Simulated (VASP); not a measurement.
As: single point with PBE

As:

```
CELL_PARAMETERS angstrom
1.90361 1.09905 3.60816
-1.90361 1.09905 3.60816
0.00000 -2.19810 3.60816
ATOMIC_POSITIONS crystal
As 0.77371 0.77371 0.77371
As 0.22629 0.22629 0.22629
```

* Program: VASP 6.6.1
* Task: single point
* Functional: PBE
* Potentials or basis: VASP PAW PBE potentials, release 64 (As)
* Cutoff: 520 eV
* k mesh: 14 × 14 × 14
* Occupations: fermi-dirac, width 0.1 eV
* Spin: no spin polarisation
* Dipole correction: no
* Further INCAR settings: ALGO = Normal; EDIFF = 1e-06; NBANDS = 12

The pressure is 0.3 GPa, the largest force is 0.039 eV/Å and the band gap on the k mesh is zero (band 5 reaches 5.04 eV, above the bottom of band 6 at 4.64 eV).

Forces on the atoms (eV/Å):
```
As   0.000  0.000 -0.039
As   0.000  0.000  0.039
```

Levels at points of the mesh, in eV from the Fermi level:
```
           k point  band 3  band 4  band 5  band 6  band 7  band 8
(0.00, 0.00, 0.00)   -2.53   -1.96   -1.96    1.52    2.72    2.72
(0.50, 0.00, 0.00)   -2.85   -2.79   -0.54   -0.38    0.31    1.37
(0.50, 0.50, 0.00)   -5.78   -4.08   -3.95    1.52    5.04    6.55
(0.50, 0.50, 0.50)   -1.71   -1.71   -0.72    0.80    0.80    1.63
```

Wall time 58 s on 1 thread of Intel(R) Xeon(R) Platinum 8488C (Sapphire Rapids), with other jobs on the host, peak memory 0.27 GiB.
